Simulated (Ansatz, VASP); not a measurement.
**KCl: VASP beside Ansatz**

```
K Cl
1.0
     0.00000    3.29812    3.15610
     3.29812    0.00000    3.15610
     3.29812    3.29812    0.00000
K Cl
1 1
Direct
  0.00000 0.00000 0.00000
  0.50000 0.50000 0.50000
```

Change from the starting cell: strain +0.0450 x Voigt [1, 1, 0, 0, 0, 0], atoms carried along.

Alike in both runs: task single point; functional LDA; k mesh 6 × 6 × 6; occupations gaussian, width 0.05 eV; no spin polarisation.

```csv
,VASP,Ansatz
version,VASP 6.6.1,Ansatz 0.2.0
potentials or method,"VASP PAW LDA potentials, release 64 (K_sv, Cl), cutoff 520 eV","scalar-relativistic, plane waves, PAW"
valence electrons in the cell,16,16
```

|  | VASP | Ansatz | Ansatz less VASP |
| --- | --- | --- | --- |
| gap on the k mesh at the Fermi level (eV) | 4.44 | 4.43 | -0.004 |
| least direct gap on the mesh (eV) | 4.44 | 4.43 | -0.004 |
| pressure (GPa) | -2.9 | -2.9 | -0.01 |
| traceless stress, the component that is largest in VASP (GPa) | 0.48 | 0.46 | -0.019 |

LDA's correlation is that of Perdew and Zunger in VASP and of Perdew and Wang (1992) in Ansatz.
